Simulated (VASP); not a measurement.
SrO:

```
Sr O
1.0
     0.00000    2.70528    2.52054
     2.70528    0.00000    2.52054
     2.70528    2.70528    0.00000
Sr O
1 1
Cartesian
  2.7053 2.7053 2.5205
  0.0000 0.0000 0.0000
```

This cell differs from its parent crystal: epitaxial xy strain +4.9%.

Base run:

```yaml
Program: VASP 6.6.1
Functional: r2SCAN
Potentials_or_basis: VASP PAW PBE potentials, release 64 (Sr_sv, O)
Cutoff: 520 eV
k_mesh: 8 × 8 × 8
Occupations: gaussian, width 0.01 eV
Spin: no spin polarisation
```

Its results: band gap on the k mesh 3.45 eV, indirect (least direct gap 3.82 eV); pressure -4.4 GPa.

The run is repeated on the same cell with these changes: functional from r2SCAN to PBE; occupations from gaussian, width 0.01 eV to fermi-dirac, width 0.02 eV. What comes out?

Band gap on the k mesh 2.99 eV, indirect (least direct gap 3.19 eV); pressure -2.6 GPa.

Caveats: the PAW data sets were made with another functional, which shifts forces and pressure a little (some runs).

A k mesh can miss the band edges.
